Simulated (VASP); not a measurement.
Input of a VASP 6.6.1 run:

Contents of INCAR:

```
SYSTEM = Sb
  ALGO = Normal
  DIPOL = 0.5 0.5 0.388
  EDIFF = 1E-7
  ENCUT = 520
  GGA = PE
  IDIPOL = 3
  ISIF = 2
  ISMEAR = 0
  IVDW = 12
  LASPH = .True.
  LCHARG = .True.
  LDIPOL = .True.
  LELF = .True.
  LREAL = .False.
  LVACPOTAV = .True.
  LVHAR = .True.
  LWAVE = .False.
  NBANDS = 18
  NELM = 60
  PREC = Accurate
  SIGMA = 0.05
```

KPOINTS

```
k-points
0
Gamma
  9 9 1
  0 0 0
```

Contents of POSCAR:

```
Sb
1.0
    4.0686848921      0.0000000000      0.0000000000
   -2.0343424461      3.5235844766      0.0000000000
    0.0000000000      0.0000000000     20.8000277116
Sb
4
Direct
    0.3333333333      0.6666666667      0.2956733491
    0.6666666667      0.3333333333      0.2163458656
    0.6666666667      0.3333333333      0.5600967399
    0.3333333333      0.6666666667      0.4807692564
```

Potentials or basis: VASP PAW PBE potentials, release 64 (Sb).

Launch:

```bash
$ cat potpaw_PBE.64/Sb/POTCAR > POTCAR
$ mpirun -np 1 vasp_std > vasp.out
```

Q: What does it give for the dispersion energy per atom?

A: -0.290 eV.

Q: Estimate the band gap on the k mesh.

A: 0.86 eV, indirect (least direct gap 1.29 eV).

Q: Predict the largest force.

A: 0.115 eV/Å.

Forces in eV/Å, atoms in the order of the input:
```
Sb   0.000  0.000  0.039
Sb   0.000  0.000 -0.115
Sb   0.000  0.000  0.115
Sb   0.000  0.000 -0.039
```

Caveat: spin-orbit coupling is left out, which moves the levels of the heavy elements.
